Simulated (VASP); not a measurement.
The system is Hf3TiO8.

```xyz
12
Lattice="5.0628 0.0740 0.0550 0.0750 5.0617 0.0566 -0.8143 0.0440 5.2537" Properties=species:S:1:pos:R:3 pbc="T T T"
Hf    0.8465    2.3846    3.8085
Hf    3.0908    4.9579    4.2329
Hf    3.4230    2.7925    1.5840
Ti    1.0758    0.2118    1.0476
O     1.5960    3.7824    5.1470
O     2.4859    1.4819    2.9739
O     2.6898    1.2282    0.3124
O     1.9225    4.0322    2.4709
O     0.1127    1.5179    1.8956
O     4.7841    4.1535    0.7913
O     4.2847    3.5800    3.3745
O    -0.3703    0.9552    4.5529
```

Base run:

- Program: VASP 6.6.1
- Functional: r2SCAN
- Potentials or basis: VASP PAW PBE potentials, release 64 (Hf_pv, Ti_sv, O)
- Cutoff: 660 eV
- k mesh: 4 × 4 × 4
- Occupations: fermi-dirac, width 0.02 eV
- Spin: no spin polarisation

Its results: band gap on the k mesh 3.56 eV (least direct gap 3.60 eV); pressure -2.6 GPa; largest force 0.303 eV/Å.

Question: The run is repeated on the same cell with these changes: functional from r2SCAN to PBE; cutoff from 660 eV to 600 eV; k mesh from 4 × 4 × 4 to 6 × 6 × 6. What comes out?

Answer: Band gap on the k mesh 3.14 eV (least direct gap 3.16 eV); pressure 3.0 GPa; largest force 0.258 eV/Å.

Several settings changed at once.

Caveats: spin-orbit coupling is left out, which moves the levels of the heavy elements; the PAW data sets were made with another functional, which shifts forces and pressure a little (at least some runs); the cell stands under pressure (at least some runs).

A k mesh can miss the band edges.
